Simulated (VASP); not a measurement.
Crystal: CdTe.

```
Cd Te
1.0
     0.00000    3.27996    3.27996
     3.27996    0.00000    3.27996
     3.27996    3.27996    0.00000
Cd Te
1 1
Direct
  0.00000 0.00000 0.00000
  0.25000 0.25000 0.25000
```

Base run:

```yaml
Program: VASP 6.6.1
Functional: PBE
Potentials_or_basis: VASP PAW PBE potentials, release 64 (Cd, Te)
Cutoff: 520 eV
k_mesh: 4 × 4 × 4
Occupations: gaussian, width 0.01 eV
Spin: no spin polarisation
```

Its results: band gap on the k mesh 0.65 eV, direct; pressure 1.3 GPa.

The run is repeated on the same cell with these changes: functional from PBE to r2SCAN; k mesh from 4 × 4 × 4 to 6 × 6 × 6. What comes out?

Band gap on the k mesh 1.15 eV, direct; pressure 0.1 GPa.

Several settings changed at once, so the effect can't be laid on one alone.

Caveats: spin-orbit coupling is left out, which moves the levels of the heavy elements; the PAW data sets were made with another functional, which shifts forces and pressure a little (some runs).

